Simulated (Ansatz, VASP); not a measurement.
## One calculation of BeTe, two programs

```
CELL_PARAMETERS angstrom
0.00000 2.81567 2.81567
2.81567 0.00000 2.81567
2.81567 2.81567 0.00000
ATOMIC_POSITIONS crystal
Be 0.00000 0.00000 0.00000
Te 0.25000 0.25000 0.25000
```

Alike in both runs: functional HSE06; k mesh 6 × 6 × 6; occupations gaussian, width 0.02 eV; no spin polarisation.

Ansatz relaxed the structure, and its values are those at the end. VASP's run is a single point on that final structure, the one shown.

|  | VASP | Ansatz |
| --- | --- | --- |
| version | VASP 6.6.1 | Ansatz 0.2.0 |
| potentials or method | VASP PAW PBE potentials, release 64 (Be, Te), cutoff 520 eV | scalar-relativistic, plane waves, PAW |
| valence electrons in the cell | 8 | 18 |

```csv
,VASP,Ansatz,Ansatz less VASP
gap on the k mesh at the Fermi level (eV),2.64,2.66,+0.023
least direct gap on the mesh (eV),4.47,4.47,0.000
pressure (GPa),-0.1,0.0,+0.13
```

The functional is the same, so the differences come from potentials, cutoffs and numerics. VASP's potentials hold 8 valence electrons a cell and Ansatz's 18, so a difference there can come from the potentials and not from the codes.

Spin-orbit coupling is off throughout.
